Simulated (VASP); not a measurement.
# F (C2/c) in VASP: a series of runs

F is run at these levels: PBE+D3(BJ); tasks: single point.

Program: VASP 6.6.1. These are calculated values, not measurements. Logs are shortened: lines on timing, memory, paths and dates and some standing lists are left out, and cuts for length are marked.

## (1) The cell of the first run

It takes space group C2/c (No. 15, monoclinic). Conventional cell: a = 5.603 Å, b = 3.761 Å, c = 7.138 Å, α = 90.00°, β = 90.98°, γ = 90.00°. Within 2.0 Å of F (site symmetry 1) lie 1 F at 1.49 Å.

## (2) Single point, PBE+D3(BJ) (18.80 Å³/atom)

INCAR reads:

```
SYSTEM = F
  PREC = Accurate
  ENCUT = 520
  EDIFF = 1E-6
  ISMEAR = 0
  SIGMA = 0.05
  LREAL = .False.
  LASPH = .True.
  NELM = 60
  ALGO = Normal
  ISIF = 2
  LWAVE = .False.
  LCHARG = .False.
  GGA = PE
  IVDW = 12
  NBANDS = 22
```

KPOINTS reads:

```
Automatic mesh
0
Gamma
  8 8 4
  0 0 0
```

POSCAR reads:

```
F
1.0
    2.7862275379     -1.8807475184      0.2940387676
    2.7862275379      1.8807475184      0.2940387676
   -0.8702658762      0.0000000000      7.0849965737
F
4
Direct
    0.9138648456      0.5855481450      0.0939279973
    0.4144518550      0.0861351544      0.4060720027
    0.0861351544      0.4144518550      0.9060720027
    0.5855481450      0.9138648456      0.5939279973
```

Potentials or basis: VASP PAW PBE potentials, release 64 (F).

Run with:

```console
$ cat potpaw_PBE.64/F/POTCAR > POTCAR
$ mpirun -np 1 vasp_std > vasp.out
```

OUTCAR:

```text
SYSTEM = F
   PREC = Accurate
   ENCUT = 520
   EDIFF = 1E-6
   ISMEAR = 0
   LREAL = .False.
   LASPH = .True.
   NELM = 60
   ISIF = 2
   GGA = PE
   IVDW = 12
 IVDW          = 12

 ion  position               nearest neighbor table
   1  0.914  0.586  0.094-   3 1.49
   2  0.414  0.086  0.406-   4 1.49
   3  0.086  0.414  0.906-   1 1.49
   4  0.586  0.914  0.594-   2 1.49

  LATTYP: Found a base centered monoclinic cell.
 ALAT       =     5.6033999285
 B/A-ratio  =     0.6712879831
 C/A-ratio  =     1.2739131444
 COS(beta)  =    -0.0170754201

  Lattice vectors:

 A1 = (   2.7862275379,  -1.8807475184,   0.2940387676)
 A2 = (   2.7862275379,   1.8807475184,   0.2940387676)
 A3 = (  -0.8702658762,   0.0000000000,   7.0849965737)

Analysis of symmetry for initial positions (statically):
=====================================================================
 Subroutine PRICEL returns:
 Original cell was already a primitive cell.

 Routine SETGRP: Setting up the symmetry group for a
 base centered monoclinic supercell.

 Subroutine GETGRP returns: Found  4 space group operations
 (whereof  2 operations were pure point group operations)
 out of a pool of  4 trial point group operations.

The static configuration has the point symmetry S_2 .
 The point group associated with its full space group is C_2h.

Analysis of symmetry for dynamics (positions and initial velocities):
=====================================================================
 Subroutine PRICEL returns:
 Original cell was already a primitive cell.

 Routine SETGRP: Setting up the symmetry group for a
 base centered monoclinic supercell.

 Subroutine GETGRP returns: Found  4 space group operations
 (whereof  2 operations were pure point group operations)
 out of a pool of  4 trial point group operations.

The dynamic configuration has the point symmetry S_2 .
 The point group associated with its full space group is C_2h.

 Subroutine INISYM returns: Found  4 space group operations
 (whereof  2 operations are pure point group operations),
 and found     1 'primitive' translations

----------------------------------------------------------------------------------------

                                     Primitive cell

  volume of cell :      75.2160

  direct lattice vectors                    reciprocal lattice vectors
     2.786227538 -1.880747518  0.294038768     0.177157649 -0.265851740  0.021760668
     2.786227538  1.880747518  0.294038768     0.177157649  0.265851740  0.021760668
    -0.870265876  0.000000000  7.084996574    -0.014704655  0.000000000  0.139337123

  length of vectors
     3.374423494  3.374423494  7.138244822     0.320211659  0.320211659  0.140110887

  position of ions in fractional coordinates (direct lattice)
     0.913864846  0.585548145  0.093927997
     0.414451855  0.086135154  0.406072003
     0.086135154  0.414451855  0.906072003
     0.585548145  0.913864846  0.593927997

  ion indices of the primitive-cell ions
   primitive index   ion index
                 1           1
                 2           2
                 3           3
                 4           4

----------------------------------------------------------------------------------------

 KPOINTS: Automatic mesh

Automatic generation of k-mesh.
 Grid dimensions read from file:
 generate k-points for:    8    8    4

 Generating k-lattice:

  Cartesian coordinates                     Fractional coordinates (reciprocal lattice)
     0.022144706 -0.033231467  0.002720083     0.125000000  0.000000000  0.000000000
     0.022144706  0.033231467  0.002720083     0.000000000  0.125000000  0.000000000
    -0.003676164  0.000000000  0.034834281     0.000000000  0.000000000  0.250000000

  Length of vectors
     0.040026457  0.040026457  0.035027722

  Shift w.r.t. Gamma in fractional coordinates (k-lattice)
     0.000000000  0.000000000  0.000000000

 Subroutine IBZKPT returns following result:
 ===========================================

 Found     78 irreducible k-points:

 Following reciprocal coordinates:
            Coordinates               Weight
  0.000000  0.000000  0.000000      1.000000
  0.125000 -0.000000 -0.000000      4.000000
  0.250000 -0.000000 -0.000000      4.000000
  0.375000 -0.000000 -0.000000      4.000000
  0.500000 -0.000000 -0.000000      2.000000
  0.125000  0.125000 -0.000000      2.000000
[... 16 lines left out ...]
  0.125000 -0.000000  0.250000      4.000000
  0.250000 -0.000000  0.250000      4.000000
 [... further k-points ...]
   k-points           NKPTS =     78   k-points in BZ     NKDIM =     78   number of bands    NBANDS=     22
   number of dos      NEDOS =    301   number of ions     NIONS =      4
   total plane-waves  NPLWV =  42336
   dimension x,y,z NGX =    28 NGY =   28 NGZ =   54
   dimension x,y,z NGXF=    56 NGYF=   56 NGZF=  108
   ions per type =               4
   NGX,Y,Z   is equivalent  to a cutoff of  13.79, 13.79, 12.58 a.u.
   NGXF,Y,Z  is equivalent  to a cutoff of  27.59, 27.59, 25.15 a.u.
 SYSTEM =  F
   PREC   = accura    normal or accurate (medium, high low for compatibility)
   ISTART =      0    job   : 0-new  1-cont  2-samecut
   ICHARG =      2    charge: 1-file 2-atom 10-const
   ISPIN  =      1    spin polarized calculation?
   LNONCOLLINEAR =      F non collinear calculations
   LSORBIT =      F    spin-orbit coupling
   LASPH  =      T    aspherical Exc in radial PAW
   ENCUT  =  520.0 eV  38.22 Ry    6.18 a.u.   6.27  6.27 13.27*2*pi/ulx,y,z
   NELM   =     60;   NELMIN=  2; NELMDL= -5     # of ELM steps
   EDIFF  = 0.1E-05   stopping-criterion for ELM
   LREAL  =      F    real-space projection
   EDIFFG = 0.1E-04   stopping-criterion for IOM
   NSW    =      0    number of steps for IOM
   IBRION =     -1    ionic relax: 0-MD 1-quasi-New 2-CG
   NFREE  =      0    steps in history (QN), initial steepest desc. (CG)
   ISIF   =      2    stress and relaxation
   ISYM   =      2    0-nonsym 1-usesym 2-fastsym
   POTIM  = 0.5000    time-step for ionic-motion
   TEBEG  =    0.0;   TEEND  =   0.0 temperature during run
   PSTRESS=    0.0 pullay stress
   NELECT =      28.0000    total number of electrons
   NUPDOWN=      -1.0000    fix difference up-down
   EMIN   =  10.00;   EMAX   =-10.00  energy-range for DOS
   EFERMI =   0.00;   METHOD = LEGACY
   ISMEAR =     0;   SIGMA  =   0.05  broadening in eV -4-tet -1-fermi 0-gaus
   EFERMI_NEDOS =   21; number of points for ismear=-14 and -15
   IALGO  =     38    algorithm
   IMIX   =      4    mixing-type and parameters
     AMIX     =   0.40;   BMIX     =  1.00
     AMIX_MAG =   1.60;   BMIX_MAG =  1.00
  volume/ion in A,a.u.               =      18.80       126.90
  Fermi-wavevector in a.u.,A,eV,Ry     =   1.177671  2.225476 18.870052  1.386910
  Thomas-Fermi vector in A             =   2.314014
   LORBIT       =      0    0 simple, 1 ext, 2 COOP (PROOUT), +10 PAW based schemes
   GGA     = PE    functional components
   LHFCALC =     F    Hartree Fock is set to
   AEXX    =    0.0000 exact exchange contribution
   IVDW    =    12    specifies the selected vdW correction
   LEPSILON=     F    determine dielectric tensor
   LRPA    =     F    only Hartree local field effects (RPA)
 non-spin polarized calculation
 Gauss-broadening in eV      SIGMA  =   0.05
  energy-cutoff  :      520.00
  volume of cell :       75.22
 maximum number of plane-waves:      2034
 NGX is ok and might be reduce to    28
   NGX = 13   NGY = 13   NGZ = 27

 number of electron      27.9999995 magnetization

 Free energy of the ion-electron system (eV)
  ---------------------------------------------------
  ext. energy  EPLUGINS =         0.00000000
  ---------------------------------------------------
  free energy    TOTEN  =        -7.20866379 eV

  energy without entropy =       -7.20866379  energy(sigma->0) =       -7.20866379

 E-fermi :  -5.9026     XC(G=0):  -7.0012

 val. band max:       -6.1814782042   @ k =   0.0000   0.0000   0.0000
 cond. band min:      -3.9041097326   @ k =   0.0000   0.0000   0.0000
 fundamental gap:      2.2773684716
 Fermi energy:        -5.9025647124

 k-point     1 :       0.0000    0.0000    0.0000
  band No.  band energies     occupation
      1     -29.8382      2.00000
      2     -29.7601      2.00000
      3     -24.8543      2.00000
      4     -24.6689      2.00000
      5     -11.9144      2.00000
      6     -11.4619      2.00000
[... 14 lines left out ...]
     21      13.1200      0.00000
     22      13.7017      0.00000

 k-point     2 :       0.1250   -0.0000   -0.0000
  band No.  band energies     occupation
      1     -29.8281      2.00000
      2     -29.7560      2.00000
      3     -24.8459      2.00000
      4     -24.6749      2.00000
      5     -11.9003      2.00000
      6     -11.4793      2.00000
[... 14 lines left out ...]
     21      12.4177      0.00000
     22      13.2667      0.00000

 k-point     3 :       0.2500   -0.0000   -0.0000
  band No.  band energies     occupation
      1     -29.8024      2.00000
      2     -29.7471      2.00000
      3     -24.8222      2.00000
      4     -24.6916      2.00000
      5     -11.8580      2.00000
      6     -11.5300      2.00000
[... 14 lines left out ...]
     21      11.8356      0.00000
     22      12.4275      0.00000

 k-point     4 :       0.3750   -0.0000   -0.0000
  band No.  band energies     occupation
      1     -29.7723      2.00000
      2     -29.7424      2.00000
      3     -24.7890      2.00000
      4     -24.7184      2.00000
      5     -11.7891      2.00000
      6     -11.6080      2.00000
[... 14 lines left out ...]
     21      10.2771      0.00000
     22      10.7577      0.00000

 k-point     5 :       0.5000   -0.0000   -0.0000
  band No.  band energies     occupation
      1     -29.7506      2.00000
      2     -29.7493      2.00000
      3     -24.7537      2.00000
      4     -24.7512      2.00000
      5     -11.7026      2.00000
      6     -11.6986      2.00000
[... 14 lines left out ...]
     21       9.2530      0.00000
     22       9.2764      0.00000

 k-point     6 :       0.1250    0.1250   -0.0000
  band No.  band energies     occupation
      1     -29.8270      2.00000
      2     -29.7517      2.00000
      3     -24.8460      2.00000
      4     -24.6679      2.00000
      5     -11.9009      2.00000
      6     -11.4682      2.00000
[... 14 lines left out ...]
     21      13.2739      0.00000
     22      13.6644      0.00000

 k-point     7 :       0.2500    0.1250   -0.0000
  band No.  band energies     occupation
      1     -29.8088      2.00000
      2     -29.7418      2.00000
      3     -24.8312      2.00000
      4     -24.6728      2.00000
      5     -11.8751      2.00000
      6     -11.4918      2.00000
[... 324 lines left out ...]
      6     -11.5765      2.00000
[... 14 lines left out ...]
     21       9.9355      0.00000
     22      10.2716      0.00000

 k-point    21 :       0.5000    0.5000   -0.0000
  band No.  band energies     occupation
      1     -29.7611      2.00000
      2     -29.7020      2.00000
      3     -24.7977      2.00000
      4     -24.6592      2.00000
      5     -11.8116      2.00000
      6     -11.5052      2.00000
[... 14 lines left out ...]
     21      10.0170      0.00000
     22      11.0644      0.00000

 k-point    22 :       0.0000    0.0000    0.2500
  band No.  band energies     occupation
      1     -29.8270      2.00000
      2     -29.7719      2.00000
      3     -24.8272      2.00000
      4     -24.6960      2.00000
      5     -11.8528      2.00000
      6     -11.5337      2.00000
[... 14 lines left out ...]
     21      13.8211      0.00000
     22      14.7243      0.00000

 k-point    23 :       0.1250   -0.0000    0.2500
  band No.  band energies     occupation
      1     -29.8178      2.00000
      2     -29.7669      2.00000
      3     -24.8205      2.00000
      4     -24.7001      2.00000
      5     -11.8418      2.00000
      6     -11.5451      2.00000
[... 14 lines left out ...]
     21      12.4649      0.00000
     22      13.5373      0.00000

 k-point    24 :       0.2500   -0.0000    0.2500
  band No.  band energies     occupation
      1     -29.7942      2.00000
      2     -29.7555      2.00000
      3     -24.8026      2.00000
      4     -24.7110      2.00000
      5     -11.8095      2.00000
      6     -11.5782      2.00000
[... 14 lines left out ...]
     21      10.9627      0.00000
     22      11.8336      0.00000

 [... further k-points ...]

------------------------ aborting loop because EDIFF is reached ----------------------------------------

 Edisp (eV)   -0.09668

 E8    (eV) :    -0.0207

  FORCE on cell =-STRESS in cart. coord.  units (eV):
  Direction    XX          YY          ZZ          XY          YZ          ZX
  --------------------------------------------------------------------------------------
  -------------------------------------------------------------------------------------
  Total      -0.30478    -1.30345    -4.49332     0.00000     0.00000     0.53560
  in kB      -6.49219   -27.76470   -95.71233     0.00000     0.00000    11.40875
  external pressure =      -43.32 kB  Pullay stress =        0.00 kB

 VOLUME and BASIS-vectors are now :
 -----------------------------------------------------------------------------
  energy-cutoff  :      520.00
  volume of cell :       75.22
      direct lattice vectors                 reciprocal lattice vectors
     2.786227538 -1.880747518  0.294038768     0.177157649 -0.265851740  0.021760668
     2.786227538  1.880747518  0.294038768     0.177157649  0.265851740  0.021760668
    -0.870265876  0.000000000  7.084996574    -0.014704655  0.000000000  0.139337123

 POSITION                                       TOTAL-FORCE (eV/Angst)
 -----------------------------------------------------------------------------------
      4.09596     -0.61748      1.10637         0.190825     -0.745376     -1.505552
      1.04136     -0.61748      3.02421        -0.190825     -0.745376      1.505552
      0.60623      0.61748      6.56671        -0.190825      0.745376      1.505552
      3.66083      0.61748      4.64886         0.190825      0.745376     -1.505552
 -----------------------------------------------------------------------------------
    total drift:                               -0.000000     -0.000000      0.000000

  FREE ENERGIE OF THE ION-ELECTRON SYSTEM (eV)
  ---------------------------------------------------
  free  energy   TOTEN  =        -7.3053435958 eV

  energy  without entropy=       -7.3053435958  energy(sigma->0) =       -7.30534360
```

It took 2.9 min on 1 thread of Oxide Virtual Turin-like, shared host; peak memory 0.21 GiB.

Results:

* Free energy: -7.3053 eV
* Pressure: -4.3 GPa
* Largest force: 1.691 eV/Å
* Band gap on the k mesh: 2.28 eV
* Dispersion energy per atom: -0.024 eV

Forces on the atoms (eV/Å):
```
F    0.191 -0.745 -1.506
F   -0.191 -0.745  1.506
F   -0.191  0.745  1.506
F    0.191  0.745 -1.506
```

Stress tensor (GPa, compression positive):
```
-0.65  0.00  1.14
 0.00 -2.78  0.00
 1.14  0.00 -9.57
```

Caveat: the stress differs along the axes, from -10 to -1 GPa; forces of over 1 eV/Å act on the atoms, so gaps and moduli don't describe the material at rest. A k mesh can miss the band edges.

[end of part 1 of 2]
